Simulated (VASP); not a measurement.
LiH:

```
CELL_PARAMETERS angstrom
2.70703 0.00000 0.00000
0.00000 2.70703 0.00000
0.00000 0.00000 2.70703
ATOMIC_POSITIONS crystal
Li 0.00000 0.00000 0.00000
H 0.50000 0.50000 0.50000
```

| Item | Value |
| --- | --- |
| Program | VASP 6.6.1 |
| Task | relaxation of cell and atoms |
| Functional | PBE |
| Potentials or basis | VASP PAW PBE potentials, release 64 (Li_sv, H) |
| Cutoff | 750 eV |
| k mesh | 10 × 10 × 10 |
| Occupations | gaussian, width 0.02 eV |
| Spin | no spin polarisation |

At the start: pressure -5.7 GPa; volume 9.92 Å³/atom.

Task: Where does the relaxation end?

Result: Over 6 steps the energy falls by 42.8 meV/atom and the volume is 7.86 Å³/atom (-20.7 %); space group Pm-3m (No. 221, to 0.05 Å).

The path:
```
step  energy change (eV)  largest force (eV/Å)  pressure (GPa)  volume (Å³)
   1              0.0000                0.0000           -5.68        19.84
   2             -0.0326                0.0000           -4.81        18.85
   3             -0.0786                0.0000           -2.07        16.77
   4             -0.0220                0.0000            8.83        13.10
   5             -0.0855                0.0000           -0.32        15.87
   6             -0.0857                0.0000            0.01        15.73
```

Final structure:
```cif
data_structure
_symmetry_space_group_name_H-M 'P 1'
_symmetry_Int_Tables_number 1
_cell_length_a 2.5054
_cell_length_b 2.5054
_cell_length_c 2.5054
_cell_angle_alpha 90.000
_cell_angle_beta 90.000
_cell_angle_gamma 90.000
_cell_volume 15.73
loop_
_atom_site_label
_atom_site_type_symbol
_atom_site_fract_x
_atom_site_fract_y
_atom_site_fract_z
_atom_site_occupancy
Li1 Li 0.00000 0.00000 0.00000 1
H1 H 0.50000 0.50000 0.50000 1
```

Caveat: the volume moved by over 15 % at a fixed basis, so the end points are rough.
